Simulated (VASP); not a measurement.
Set up this calculation in VASP 6.6.1, as the native input.

| Quantity | Value |
| --- | --- |
| Task | single point |
| Functional | BLYP |
| Potentials or basis | VASP PAW PBE potentials, release 64 (Zr_sv) |
| Cutoff | 520 eV |
| k mesh | 10 × 10 × 13 |
| Occupations | fermi-dirac, width 0.1 eV |
| Spin | no spin polarisation |
| Dipole correction | no |
| Further INCAR settings | ALGO = Normal; EDIFF = 1e-06; NBANDS = 25 |

The structure of Zr lies in POSCAR:

```
Zr
1.0
    5.0381634326      0.0000000000      0.0000000000
   -2.5190817163      4.3631775211      0.0000000000
    0.0000000000      0.0000000000      3.1346492415
Zr
3
Direct
    1.0000000000      1.0000000000      0.0000000000
    0.3333333333      0.6666666667      0.5000000000
    0.6666666667      0.3333333333      0.5000000000
```

This isn't the form of Zr at room conditions, which is hcp.

The input as run:

INCAR

```
SYSTEM = Zr
AGGAC    = 1.0          
AGGAX    = 1.0          
ALDAC    = 0.0          
ALDAX    = 1.0          
ALGO     = Normal         ! electronic algorithm
EDIFF    = 1E-6           ! SCF threshold, eV
ENCUT    = 520            ! plane-wave cutoff, eV
GGA      = B5             ! functional
ISIF     = 2              ! what is computed and relaxed
ISMEAR   = -1             ! smearing method
LASPH    = .True.         ! aspherical terms in the spheres
LCHARG   = .False.        ! write CHGCAR
LREAL    = .False.        ! projectors in reciprocal space
LWAVE    = .False.        ! write WAVECAR
NBANDS   = 25             ! bands
NELM     = 60             ! most SCF steps
PREC     = Accurate       ! precision mode
SIGMA    = 0.1            ! smearing width, eV
```

KPOINTS

```
k-points
0
Gamma
  10 10 13
  0 0 0
```

Potentials or basis: VASP PAW PBE potentials, release 64 (Zr_sv).

The run is started by

```console
$ cat potpaw_PBE.64/Zr_sv/POTCAR > POTCAR
$ mpirun -np 1 vasp_std > vasp.out
```

It gave:

The pressure is 4.1 GPa and the band gap on the k mesh is zero (bands 18 and 19 overlap by 0.54 eV).

Caveat: the cell stands under pressure; the PAW data sets were made with another functional, which shifts forces and pressure a little.

It took 94 s on 1 thread of AMD EPYC 9R45 96-Core Processor (Zen 5), with other jobs on the host, peak memory 0.24 GiB.
